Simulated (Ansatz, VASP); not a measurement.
Ge in VASP and in Ansatz

```xyz
2
Lattice="0.0000 2.9085 2.6758 2.9085 0.0000 2.6758 2.9085 2.9085 0.0000" Properties=species:S:1:pos:R:3 pbc="T T T"
Ge    2.9085    2.9085    2.6758
Ge    4.3627    4.3627    4.0137
```

Alike in both runs: task single point; functional PBEsol; k mesh 16 × 16 × 16; occupations gaussian, width 0.15 eV; no spin polarisation.

|  | VASP | Ansatz |
| --- | --- | --- |
| version | VASP 6.6.1 | Ansatz 0.2.0 |
| potentials or method | VASP PAW PBE potentials, release 64 (Ge_d), cutoff 520 eV | scalar-relativistic, plane waves, PAW |
| valence electrons in the cell | 28 | 28 |

|  | VASP | Ansatz | Ansatz less VASP |
| --- | --- | --- | --- |
| gap on the k mesh at the Fermi level (eV) | none | none | - |
| pressure (GPa) | 0.5 | 0.6 | +0.10 |
| traceless stress, the component that is largest in VASP (GPa) | 3.26 | 3.25 | -0.012 |

VASP's potentials were made for PBE, not for PBEsol. A gap of «none» marks a metal or a gap that the smearing closes. With one functional, cell and mesh, what is left measures potentials, basis and numerics.
